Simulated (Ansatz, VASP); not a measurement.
**One calculation of Cu, two programs**

The input INCAR:

```
SYSTEM = Cu
  PREC = Accurate
  ENCUT = 520
  EDIFF = 1E-7
  ISMEAR = 1
  SIGMA = 0.1
  LREAL = .FALSE.
  LASPH = .TRUE.
  NELM = 150
  ALGO = Normal
  ISIF = 2
  LWAVE = .FALSE.
  LCHARG = .FALSE.
  LNONCOLLINEAR = .TRUE.
  MAGMOM = 0.6 0 0
  LORBIT = 11
  LMAXMIX = 4
  GGA = B5
  ALDAX = 1.0
  AGGAX = 1.0
  AGGAC = 1.0
  ALDAC = 0.0
  NBANDS = 22
```

KPOINTS

```
regular mesh
0
G
  10 10 10
  0 0 0
```

The input POSCAR:

```
Cu
1.0
   -1.4232937226      1.4232937226      1.3574834749
    1.4232937226     -1.4232937226      1.3574834749
    1.4232937226      1.4232937226     -1.3574834749
Cu
1
Direct
    0.0000000000      0.0000000000      0.0000000000
```

The input input.yaml:

```yaml
crystal:
  lattice:
    - [-1.4232937226, 1.4232937226, 1.3574834749]
    - [1.4232937226, -1.4232937226, 1.3574834749]
    - [1.4232937226, 1.4232937226, -1.3574834749]
  atoms:
    - { symbol: Cu, position: [0.0, 0.0, 0.0], spin: 0.6, spin_axis: [1.0, 0.0, 0.0] }
kpoints:
  mp_grid: { grid: [10, 10, 10] }
scf:
  occupations: { method: cold, width: 0.1 }
hamiltonian:
  xc: blyp
  pseudopotentials: { kind: all_electron, lapw: { basis_error: 0.001 } }
magnetization:
  noncollinear: true
output:
  forces: true
  stress: true
  eigenvalues: true
```

Change from the starting cell: volume scaled by 0.96.

Alike in both runs: task single point; functional BLYP; k mesh 10 × 10 × 10; non-collinear spin.

|  | VASP | Ansatz |
| --- | --- | --- |
| version | VASP 6.6.1 | Ansatz 0.2.0 |
| potentials or method | VASP PAW PBE potentials, release 64 (Cu), cutoff 520 eV | all-electron LAPW, scalar-relativistic |
| occupations | methfessel-paxton of order 1, width 0.1 eV | cold, width 0.1 eV |

|  | VASP | Ansatz | Ansatz less VASP |
| --- | --- | --- | --- |
| gap on the k mesh at the Fermi level (eV) | none | none | - |
| pressure (GPa) | 25.2 | 24.4 | -0.79 |
| traceless stress, the component that is largest in VASP (GPa) | -1.34 | -1.49 | -0.159 |
| net moment per atom (μB) | 0.00 | 0.00 | 0.000 |

VASP's potentials were made for PBE, not for BLYP. A gap of «none» marks a metal or a gap that the smearing closes. Ansatz ran all-electron here, and VASP with PAW potentials.

Noted on Ansatz's run: the program listed the state as in doubt; the k mesh is thin for a metal, which can move the energy by tens of meV per atom.
